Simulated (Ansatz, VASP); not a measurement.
## Sc: VASP beside Ansatz

File POSCAR:

```
Sc
1.0
   -1.9172054859      1.9172054859      1.7176030000
    1.9172054859     -1.9172054859      1.7176030000
    1.9172054859      1.9172054859     -1.7176030000
Sc
1
Direct
    0.0000000000      0.0000000000      0.0000000000
```

Contents of INCAR.step1:

```
SYSTEM = Sc
ALGO = Normal
EDIFF = 1E-4
ENCUT = 520
GGA = PE
ISMEAR = -1
LASPH = .True.
LCHARG = .False.
LREAL = .False.
LWAVE = .True.
NBANDS = 12
NELM = 80
PREC = Accurate
SIGMA = 0.05
```

File INCAR.step2:

```
SYSTEM = Sc
ALGO = Normal
EDIFF = 1E-6
ENCUT = 520
ISIF = 2
ISMEAR = -1
ISTART = 1
LASPH = .True.
LCHARG = .False.
LMIXTAU = .True.
LREAL = .False.
LWAVE = .False.
METAGGA = R2SCAN
NBANDS = 12
NELM = 80
PREC = Accurate
SIGMA = 0.05
```

KPOINTS

```
k-points
0
Gamma
  6 6 6
  0 0 0
```

The input input.yaml:

```yaml
crystal:
  lattice:
    - [-1.9172054859, 1.9172054859, 1.717603]
    - [1.9172054859, -1.9172054859, 1.717603]
    - [1.9172054859, 1.9172054859, -1.717603]
  atoms:
    - { symbol: Sc, position: [0.0, 0.0, 0.0] }
hamiltonian:
  xc: r2scan
  pseudopotentials: { kind: paw }
kpoints:
  mp_grid: { grid: [6, 6, 6] }
scf:
  occupations: { method: fermi_dirac, width: 0.05 }
  n_extra_bands: 6
output:
  forces: true
  stress: true
  eigenvalues: true
  dos: { projected: true, de: 0.05, nscf_kmesh: { grid: [9, 9, 9] } }
```

Alike in both runs: functional r2SCAN; k mesh 6 × 6 × 6; occupations fermi-dirac, width 0.05 eV; no spin polarisation.

|  | VASP | Ansatz |
| --- | --- | --- |
| version | VASP 6.6.1 | Ansatz 0.2.0 |
| potentials or method | VASP PAW PBE potentials, release 64 (Sc_sv) | Ansatz PAW |
| plane-wave cutoff (eV) | 520 | 500 |
| valence electrons in the cell | 11 | 11 |
| task | single point | projected density of states |

VASP gave:

| Quantity | Value |
| --- | --- |
| gap on the k mesh at the Fermi level (eV) | none |
| pressure (GPa) | 0.0 |
| traceless stress, the component that is largest in VASP (GPa) | 1.75 |

Q: Which values does Ansatz return?

A: gap on the k mesh at the Fermi level (eV): none; pressure (GPa): -0.2; traceless stress, the component that is largest in VASP (GPa): 1.75.

VASP's potentials were made for PBE, not for r2SCAN. A gap of «none» marks a metal or a gap that the smearing closes.

The k mesh is coarse, so the values compare programs but aren't converged.
